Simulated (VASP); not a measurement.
Wanted: the native input for a VASP 6.6.1 run.

| Quantity | Value |
| --- | --- |
| Task | single point |
| Functional | LDA |
| Potentials or basis | VASP PAW LDA potentials, release 64 (Si, C) |
| Cutoff | 520 eV |
| k mesh | 10 × 10 × 6 |
| Occupations | gaussian, width 0.01 eV |
| Spin | no spin polarisation |
| Dipole correction | no |
| Further INCAR settings | ALGO = Normal; EDIFF = 1e-06; NBANDS = 16 |

The structure of SiC lies in POSCAR:

```
SiC
1.0
    3.0563839196      0.0000000000      0.0000000000
   -1.5281919598      2.6469061181      0.0000000000
    0.0000000000      0.0000000000      5.0158794344
Si C
2 2
Direct
    0.3333333333      0.6666666667      0.0045941154
    0.6666666667      0.3333333333      0.5045941154
    0.3333333333      0.6666666667      0.3804058846
    0.6666666667      0.3333333333      0.8804058846
```

These files were run (other wordings do the same):

INCAR

```
ALGO = Normal
EDIFF = 1E-6
ENCUT = 520
GGA = CA
ISIF = 2
ISMEAR = 0
LASPH = T
LCHARG = F
LREAL = F
LWAVE = F
NBANDS = 16
NELM = 80
PREC = Accurate
SIGMA = 0.01
```

KPOINTS

```
k-points
0
Gamma
  10 10 6
```

Potentials or basis: VASP PAW LDA potentials, release 64 (Si, C).

The run is started by

```sh
$ cat potpaw_LDA.64/Si/POTCAR potpaw_LDA.64/C/POTCAR > POTCAR
$ mpirun -np 1 vasp_std > vasp.out
```

Results of the run:

```
Pressure               : 0.4 GPa
Band gap on the k mesh : 2.28 eV (least direct gap 3.91 eV)
```

It took 9.9 s on 1 thread of Intel(R) Xeon(R) 6975P-C (Granite Rapids), on a shared host, peak memory 0.15 GiB.
